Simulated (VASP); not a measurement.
# Sr: single point with PBEsol

The system is Sr.

```
Sr
1.0
     4.31000    0.00000    0.00000
    -2.15500    3.73257    0.00000
     0.00000    0.00000    7.05000
Sr
2
Direct
  0.33333 0.66667 0.25000
  0.66667 0.33333 0.75000
```

This isn't the form of Sr at room conditions, which is fcc.

```json
{
 "Program": "VASP 6.6.1",
 "Task": "single point",
 "Functional": "PBEsol",
 "Potentials or basis": "VASP PAW PBE potentials, release 64 (Sr_sv)",
 "Cutoff": "500 eV",
 "k mesh": "6 × 6 × 2",
 "Occupations": "gaussian, width 0.1 eV",
 "Spin": "no spin polarisation",
 "Dipole correction": "no",
 "Further INCAR settings": "ALGO = Normal; EDIFF = 1e-06; NBANDS = 17"
}
```

| Property | Result |
| --- | --- |
| Pressure | -0.8 GPa |
| Band gap on the k mesh | zero (bands 10 and 11 overlap by 0.24 eV) |

Stress tensor (GPa, compression positive):
```
-0.81  0.00  0.00
 0.00 -0.81  0.00
 0.00  0.00 -0.67
```

Levels at points of the mesh, in eV from the Fermi level:
```csv
k point,band 8,band 9,band 10,band 11,band 12,band 13
"(0.00, 0.00, 0.00)",-18.51,-3.63,-1.15,0.00,2.24,2.25
"(0.50, 0.00, 0.00)",-18.54,-1.14,-0.57,0.08,0.24,1.26
"(0.00, 0.00, 0.50)",-18.52,-2.72,-2.72,1.23,1.23,2.25
"(0.50, 0.00, 0.50)",-18.56,-0.82,-0.82,0.21,0.21,1.29
```

It took 13 s on 1 thread of AMD EPYC 9R45 96-Core Processor (Zen 5), with other jobs on the host, peak memory 0.18 GiB.

Caveat: the k points lie up to 0.45 Å⁻¹ apart; the PAW data sets were made with another functional, which shifts forces and pressure a little.
